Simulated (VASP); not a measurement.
# Li2Pt (P6/mmm) in VASP: notebook

Runs on Li2Pt. Level: LDA. Tasks: electric field gradients.

Program: VASP 6.6.1. These are calculated values, not measurements. Logs are shortened: lines on timing, memory, paths and dates and some standing lists are left out, and cuts for length are marked.

## (1) The cell of the first run

The structure is hexagonal, space group P6/mmm (No. 191). Conventional cell: a = 4.200 Å, b = 4.200 Å, c = 2.670 Å, α = 90.00°, β = 90.00°, γ = 120.00°. Li (site symmetry -6m2) has 5 Li at 2.42 to 2.67 Å and 6 Pt at 2.77 Å within 3.2 Å. Within 3.5 Å of Pt (site symmetry 6/mmm) lie 2 Pt at 2.67 Å and 12 Li at 2.77 Å.

## (2) Electric field gradients, LDA (volume scaled by 1.01)

Contents of INCAR:

```
PREC = Accurate
ENCUT = 520
EDIFF = 1E-8
ISMEAR = -1
SIGMA = 0.03
LREAL = F
LASPH = T
NELM = 60
ALGO = Normal
ISIF = 2
LWAVE = F
LCHARG = F
LEFG = T
NBANDS = 15
```

Contents of KPOINTS:

```
regular mesh
0
Gamma
  9 9 12
```

Contents of POSCAR:

```
Li2Pt
1.0
    4.1999060621      0.0000000000      0.0000000000
   -2.0999530311      3.6372253434      0.0000000000
    0.0000000000      0.0000000000      2.6698405965
Li Pt
2 1
Direct
    0.3333333333      0.6666666667      0.5000000000
    0.6666666667      0.3333333333      0.5000000000
    0.0000000000      0.0000000000      0.0000000000
```

Potentials or basis: VASP PAW LDA potentials, release 64 (Li_sv, Pt).

Launch:

```sh
> cat potpaw_LDA.64/Li_sv/POTCAR potpaw_LDA.64/Pt/POTCAR > POTCAR
> mpirun -np 1 vasp_std > vasp.out
```

OUTCAR:

```text
PREC = Accurate
   ENCUT = 520
   EDIFF = 1E-8
   ISMEAR = -1
   LREAL = F
   LASPH = T
   NELM = 60
   ISIF = 2

 ion  position               nearest neighbor table
   1  0.333  0.667  0.500-   2 2.42   2 2.42   2 2.42   3 2.77   3 2.77   3 2.77   3 2.77   3 2.77
                             3 2.77
   2  0.667  0.333  0.500-   1 2.42   1 2.42   1 2.42   3 2.77   3 2.77   3 2.77   3 2.77   3 2.77
                             3 2.77
   3  0.000  0.000  0.000-   1 2.77   2 2.77   1 2.77   2 2.77   2 2.77   2 2.77   1 2.77   1 2.77
                             2 2.77   2 2.77   1 2.77   1 2.77

  LATTYP: Found a hexagonal cell.
 ALAT       =     4.1999060621
 C/A-ratio  =     0.6356905505

  Lattice vectors:

 A1 = (   4.1999060621,   0.0000000000,   0.0000000000)
 A2 = (  -2.0999530311,   3.6372253434,   0.0000000000)
 A3 = (   0.0000000000,   0.0000000000,   2.6698405965)

Analysis of symmetry for initial positions (statically):
=====================================================================
 Subroutine PRICEL returns:
 Original cell was already a primitive cell.

 Routine SETGRP: Setting up the symmetry group for a
 hexagonal supercell.

 Subroutine GETGRP returns: Found 24 space group operations
 (whereof 24 operations were pure point group operations)
 out of a pool of 24 trial point group operations.

The static configuration has the point symmetry D_6h.

Analysis of symmetry for dynamics (positions and initial velocities):
=====================================================================
 Subroutine PRICEL returns:
 Original cell was already a primitive cell.

 Routine SETGRP: Setting up the symmetry group for a
 hexagonal supercell.

 Subroutine GETGRP returns: Found 24 space group operations
 (whereof 24 operations were pure point group operations)
 out of a pool of 24 trial point group operations.

The dynamic configuration has the point symmetry D_6h.

 Subroutine INISYM returns: Found 24 space group operations
 (whereof 24 operations are pure point group operations),
 and found     1 'primitive' translations

----------------------------------------------------------------------------------------

                                     Primitive cell

  volume of cell :      40.7845

  direct lattice vectors                    reciprocal lattice vectors
     4.199906062  0.000000000  0.000000000     0.238100563  0.137467424  0.000000000
    -2.099953031  3.637225343  0.000000000     0.000000000  0.274934849  0.000000000
     0.000000000  0.000000000  2.669840596     0.000000000  0.000000000  0.374554197

  length of vectors
     4.199906062  4.199906062  2.669840596     0.274934849  0.274934849  0.374554197

  position of ions in fractional coordinates (direct lattice)
     0.333333333  0.666666667  0.500000000
     0.666666667  0.333333333  0.500000000
     0.000000000  0.000000000  0.000000000

  ion indices of the primitive-cell ions
   primitive index   ion index
                 1           1
                 2           2
                 3           3

----------------------------------------------------------------------------------------

 KPOINTS: regular mesh

Automatic generation of k-mesh.
 Grid dimensions read from file:
 generate k-points for:    9    9   12

 Generating k-lattice:

  Cartesian coordinates                     Fractional coordinates (reciprocal lattice)
     0.026455618  0.015274158  0.000000000     0.111111111  0.000000000  0.000000000
     0.000000000  0.030548317  0.000000000     0.000000000  0.111111111  0.000000000
     0.000000000  0.000000000  0.031212850     0.000000000  0.000000000  0.083333333

  Length of vectors
     0.030548317  0.030548317  0.031212850

  Shift w.r.t. Gamma in fractional coordinates (k-lattice)
     0.000000000  0.000000000  0.000000000

 Subroutine IBZKPT returns following result:
[... 40 lines left out ...]
   PREC   = accura    normal or accurate (medium, high low for compatibility)
   ISTART =      0    job   : 0-new  1-cont  2-samecut
   ICHARG =      2    charge: 1-file 2-atom 10-const
   ISPIN  =      1    spin polarized calculation?
   LNONCOLLINEAR =      F non collinear calculations
   LSORBIT =      F    spin-orbit coupling
   LASPH  =      T    aspherical Exc in radial PAW
   ENCUT  =  520.0 eV  38.22 Ry    6.18 a.u.   7.81  7.81  4.96*2*pi/ulx,y,z
   NELM   =     60;   NELMIN=  2; NELMDL= -5     # of ELM steps
   EDIFF  = 0.1E-07   stopping-criterion for ELM
   LREAL  =      F    real-space projection
   EDIFFG = 0.1E-06   stopping-criterion for IOM
   NSW    =      0    number of steps for IOM
   IBRION =     -1    ionic relax: 0-MD 1-quasi-New 2-CG
   NFREE  =      0    steps in history (QN), initial steepest desc. (CG)
   ISIF   =      2    stress and relaxation
   ISYM   =      2    0-nonsym 1-usesym 2-fastsym
   POTIM  = 0.5000    time-step for ionic-motion
   TEBEG  =    0.0;   TEEND  =   0.0 temperature during run
   PSTRESS=    0.0 pullay stress
   NELECT =      16.0000    total number of electrons
   NUPDOWN=      -1.0000    fix difference up-down
   EMIN   =  10.00;   EMAX   =-10.00  energy-range for DOS
   EFERMI =   0.00;   METHOD = LEGACY
   ISMEAR =    -1;   SIGMA  =   0.03  broadening in eV -4-tet -1-fermi 0-gaus
   EFERMI_NEDOS =   21; number of points for ismear=-14 and -15
   IALGO  =     38    algorithm
   IMIX   =      4    mixing-type and parameters
     AMIX     =   0.40;   BMIX     =  1.00
     AMIX_MAG =   1.60;   BMIX_MAG =  1.00
  volume/ion in A,a.u.               =      13.59        91.74
  Fermi-wavevector in a.u.,A,eV,Ry     =   1.198440  2.264724 19.541496  1.436259
  Thomas-Fermi vector in A             =   2.334329
   LORBIT       =      0    0 simple, 1 ext, 2 COOP (PROOUT), +10 PAW based schemes
   GGA     = CA    functional components
   LHFCALC =     F    Hartree Fock is set to
   AEXX    =    0.0000 exact exchange contribution
   IVDW    =     0    specifies the selected vdW correction
   LEPSILON=     F    determine dielectric tensor
   LRPA    =     F    only Hartree local field effects (RPA)
 non-spin polarized calculation
  energy-cutoff  :      520.00
  volume of cell :       40.78
 maximum number of plane-waves:      1114
 NGX is ok and might be reduce to    32
   NGX = 15   NGY = 15   NGZ =  9

 number of electron      15.9999991 magnetization

 Free energy of the ion-electron system (eV)
  ---------------------------------------------------
  ext. energy  EPLUGINS =         0.00000000
  ---------------------------------------------------
  free energy    TOTEN  =       -13.13218573 eV

  energy without entropy =      -13.12830442  energy(sigma->0) =      -13.13024508

 E-fermi :   4.9925     XC(G=0): -10.4057

 val. band max:        4.9598157665   @ k =   0.3333   0.0000   0.4167
 cond. band min:       5.0124537254   @ k =   0.3333   0.3333   0.0833
 fundamental gap:      0.0526379589
 Fermi energy:         4.9925002760

 k-point     1 :       0.0000    0.0000    0.0000
  band No.  band energies     occupation
      1     -39.7464      2.00000
      2     -39.6323      2.00000
      3      -1.5787      2.00000
      4       0.6500      2.00000
      5       1.7238      2.00000
      6       1.7238      2.00000
      7       4.3458      2.00000
      8       4.3458      2.00000
      9       8.7991      0.00000
     10       8.7991      0.00000
     11      11.3148      0.00000
     12      11.3148      0.00000
     13      14.0480      0.00000
     14      14.9925      0.00000
[... 401 lines left out ...]
      2     -39.6869      2.00000
      3      -0.5754      2.00000
      4       2.0655      2.00000
      5       2.0689      2.00000
      6       2.0689      2.00000
      7       3.6051      2.00000
      8       3.6051      2.00000
      9       5.0125      0.67918
     10       5.0125      0.67918
     11      13.2720      0.00000
     12      15.9680      0.00000
     13      15.9680      0.00000
     14      19.5364      0.00000
     15      19.5365      0.00000

 [... further k-points ...]
[... 5 lines left out ...]
  --------------------------------------------------------------------------------------
  -------------------------------------------------------------------------------------
  Total       -1.1398908     -1.1398908     -1.5247652      0.0000000     -0.0000000      0.0000000
  in kB      -44.7794446    -44.7794446    -59.8988437      0.0000000     -0.0000000      0.0000000
  external PRESSURE =     -49.8192443 kB  Pullay stress =       0.0000000 kB

 VOLUME and BASIS-vectors are now :
 -----------------------------------------------------------------------------
  energy-cutoff  :      520.00
  volume of cell :       40.78
      direct lattice vectors                 reciprocal lattice vectors
     4.199906062  0.000000000  0.000000000     0.238100563  0.137467424  0.000000000
    -2.099953031  3.637225343  0.000000000     0.000000000  0.274934849  0.000000000
     0.000000000  0.000000000  2.669840596     0.000000000  0.000000000  0.374554197

 POSITION                                       TOTAL-FORCE (eV/Angst)
 -----------------------------------------------------------------------------------
     -0.00000      2.42482      1.33492        -0.000000      0.000000     -0.000000
      2.09995      1.21241      1.33492         0.000000      0.000000      0.000000
      0.00000      0.00000      0.00000        -0.000000      0.000000      0.000000
 -----------------------------------------------------------------------------------
    total drift:                                0.000000     -0.000000     -0.000000

  FREE ENERGIE OF THE ION-ELECTRON SYSTEM (eV)
  ---------------------------------------------------
  free  energy   TOTEN  =       -13.1321857297 eV

  energy  without entropy=      -13.1283044247  energy(sigma->0) =      -13.13024508

 Electric field gradients (V/A^2)
---------------------------------------------------------------------
 ion       V_xx      V_yy      V_zz      V_xy      V_xz      V_yz
---------------------------------------------------------------------
   1      -0.132    -0.134     0.266    -0.002     0.000    -0.000
   2      -0.132    -0.134     0.266    -0.002    -0.000     0.000
   3     152.127   152.126  -304.253    -0.001     0.000     0.000
---------------------------------------------------------------------

 Electric field gradients after diagonalization (V/A^2)
 (convention: |V_zz| > |V_xx| > |V_yy|)
----------------------------------------------------------------------
 ion       V_xx      V_yy      V_zz     asymmetry (V_yy - V_xx)/ V_zz
----------------------------------------------------------------------
   1      -0.135    -0.130     0.266       0.019
   2      -0.135    -0.130     0.266       0.019
   3     152.127   152.126  -304.253       0.000
----------------------------------------------------------------------

           NMR quadrupolar parameters

 Cq : quadrupolar parameter    Cq=e*Q*V_zz/h
 eta: asymmetry parameters     (V_yy - V_xx)/ V_zz
 Q  : nuclear electric quadrupole moment in mb (millibarn)
----------------------------------------------------------------------
 ion       Cq(MHz)       eta       Q (mb)
----------------------------------------------------------------------
   1       0.001       0.019       1.000
   2       0.001       0.019       1.000
   3      -0.736       0.000       1.000
----------------------------------------------------------------------
```

It took 12 s on 1 thread of Intel Xeon 6975P-C (Granite Rapids), shared host; peak memory 0.17 GiB.

Results:

* Free energy: -13.1322 eV
* Band gap on the k mesh: zero (band 8 reaches 6.13 eV, above the bottom of band 9 at 4.29 eV)

Levels at points of the mesh, in eV from the Fermi level:
```tsv
k point	band 4	band 5	band 6	band 7	band 8	band 9	band 10	band 11	band 12	band 13
(0.00, 0.00, 0.00)	-4.34	-3.27	-3.27	-0.65	-0.65	3.81	3.81	6.32	6.32	9.06
(0.00, 0.00, 0.50)	-3.71	-3.71	-2.12	-2.12	0.56	2.79	6.46	6.46	7.22	10.44
```

Electric field gradients, principal values (V/Å²):
| atom | least | middle | greatest (by size) |
| --- | --- | --- | --- |
| 1 Li | -0.130 | -0.135 | 0.266 |
| 2 Li | -0.130 | -0.135 | 0.266 |
| 3 Pt | 152.126 | 152.127 | -304.253 |

Caveat: the cutoff is under 1.25 times the usual one of these potentials, so pressure, stress and relaxed cells hold a basis-set (Pulay) error; without QUAD_EFG the Cq values of the log hold for a quadrupole moment of 1 mb, not for the nuclei; spin-orbit coupling is left out, which moves the levels of the heavy elements.

## (3) Electric field gradients, LDA (volume scaled by 1.04)

Contents of INCAR:

```
SYSTEM = Li2Pt
PREC = Accurate ; ENCUT = 520
EDIFF = 1E-8 ; ISMEAR = -1
SIGMA = 0.03 ; LREAL = .False.
LASPH = .True. ; NELM = 80
ALGO = Normal ; ISIF = 2
LWAVE = .False. ; LCHARG = .False.
GGA = CA ; LEFG = .True.
NBANDS = 15
```

Contents of KPOINTS:

```
regular mesh
0
Gamma
  9 9 12
  0 0 0
```

Contents of POSCAR:

```
Li2Pt
1.0
    4.2410842377      0.0000000000      0.0000000000
   -2.1205421188      3.6728866895      0.0000000000
    0.0000000000      0.0000000000      2.6960171736
Li Pt
2 1
Direct
    0.3333333333      0.6666666667      0.5000000000
    0.6666666667      0.3333333333      0.5000000000
    0.0000000000      0.0000000000      0.0000000000
```

Potentials or basis: VASP PAW LDA potentials, release 64 (Li_sv, Pt).

Launch:

```sh
> cat potpaw_LDA.64/Li_sv/POTCAR potpaw_LDA.64/Pt/POTCAR > POTCAR
> mpirun -np 1 vasp_std > vasp.out
```

OUTCAR:

```text
SYSTEM = Li2Pt
   PREC = Accurate
   ENCUT = 520
   EDIFF = 1E-8
   ISMEAR = -1
   LREAL = .False.
   LASPH = .True.
   NELM = 80
   ISIF = 2
   GGA = CA

 ion  position               nearest neighbor table
   1  0.333  0.667  0.500-   2 2.45   2 2.45   2 2.45   3 2.80   3 2.80   3 2.80   3 2.80   3 2.80
                             3 2.80
   2  0.667  0.333  0.500-   1 2.45   1 2.45   1 2.45   3 2.80   3 2.80   3 2.80   3 2.80   3 2.80
                             3 2.80
   3  0.000  0.000  0.000-   1 2.80   2 2.80   1 2.80   2 2.80   2 2.80   2 2.80   1 2.80   1 2.80
                             2 2.80   2 2.80   1 2.80   1 2.80

  LATTYP: Found a hexagonal cell.
 ALAT       =     4.2410842377
 C/A-ratio  =     0.6356905505

  Lattice vectors:

 A1 = (   4.2410842377,   0.0000000000,   0.0000000000)
 A2 = (  -2.1205421188,   3.6728866895,   0.0000000000)
 A3 = (   0.0000000000,   0.0000000000,   2.6960171736)

Analysis of symmetry for initial positions (statically):
=====================================================================
[... 633 lines left out ...]

 POSITION                                       TOTAL-FORCE (eV/Angst)
 -----------------------------------------------------------------------------------
     -0.00000      2.44859      1.34801        -0.000000      0.000000      0.000000
      2.12054      1.22430      1.34801         0.000000      0.000000     -0.000000
      0.00000      0.00000      0.00000         0.000000      0.000000      0.000000
 -----------------------------------------------------------------------------------
    total drift:                                0.000000     -0.000000     -0.000000

  FREE ENERGIE OF THE ION-ELECTRON SYSTEM (eV)
  ---------------------------------------------------
  free  energy   TOTEN  =       -13.0889896542 eV

  energy  without entropy=      -13.0852651085  energy(sigma->0) =      -13.08712738

 Electric field gradients (V/A^2)
---------------------------------------------------------------------
 ion       V_xx      V_yy      V_zz      V_xy      V_xz      V_yz
---------------------------------------------------------------------
   1      -0.133    -0.135     0.269    -0.002     0.000     0.000
   2      -0.133    -0.135     0.269    -0.002     0.000     0.000
   3     141.964   141.963  -283.927    -0.000    -0.000    -0.000
---------------------------------------------------------------------

 Electric field gradients after diagonalization (V/A^2)
 (convention: |V_zz| > |V_xx| > |V_yy|)
----------------------------------------------------------------------
 ion       V_xx      V_yy      V_zz     asymmetry (V_yy - V_xx)/ V_zz
----------------------------------------------------------------------
   1      -0.136    -0.132     0.269       0.013
   2      -0.136    -0.132     0.269       0.013
   3     141.964   141.963  -283.927       0.000
----------------------------------------------------------------------

           NMR quadrupolar parameters

 Cq : quadrupolar parameter    Cq=e*Q*V_zz/h
 eta: asymmetry parameters     (V_yy - V_xx)/ V_zz
 Q  : nuclear electric quadrupole moment in mb (millibarn)
----------------------------------------------------------------------
 ion       Cq(MHz)       eta       Q (mb)
----------------------------------------------------------------------
   1       0.001       0.013       1.000
   2       0.001       0.013       1.000
   3      -0.687       0.000       1.000
----------------------------------------------------------------------
```

It took 12 s on 1 thread of Intel Xeon 6975P-C (Granite Rapids), shared host; peak memory 0.17 GiB.

Results:

```
Free energy            : -13.0890 eV
Band gap on the k mesh : zero (band 8 reaches 5.88 eV, above the bottom of band 9 at 4.03 eV)
```

Levels at points of the mesh, in eV from the Fermi level:
| k point | band 4 | band 5 | band 6 | band 7 | band 8 | band 9 | band 10 | band 11 | band 12 | band 13 |
| --- | --- | --- | --- | --- | --- | --- | --- | --- | --- | --- |
| (0.00, 0.00, 0.00) | -4.19 | -3.15 | -3.15 | -0.65 | -0.65 | 3.77 | 3.77 | 6.20 | 6.20 | 8.89 |
| (0.00, 0.00, 0.50) | -3.57 | -3.57 | -2.05 | -2.05 | 0.54 | 2.67 | 6.41 | 6.41 | 7.15 | 10.22 |

Electric field gradients, principal values (V/Å²):
```tsv
atom	least	middle	greatest (by size)
1 Li	-0.132	-0.136	0.269
2 Li	-0.132	-0.136	0.269
3 Pt	141.963	141.964	-283.927
```

Caveat: the cutoff is under 1.25 times the usual one of these potentials, so pressure, stress and relaxed cells hold a basis-set (Pulay) error; without QUAD_EFG the Cq values of the log hold for a quadrupole moment of 1 mb, not for the nuclei; spin-orbit coupling is left out, which moves the levels of the heavy elements.

(Continued in part 2 of 3.)
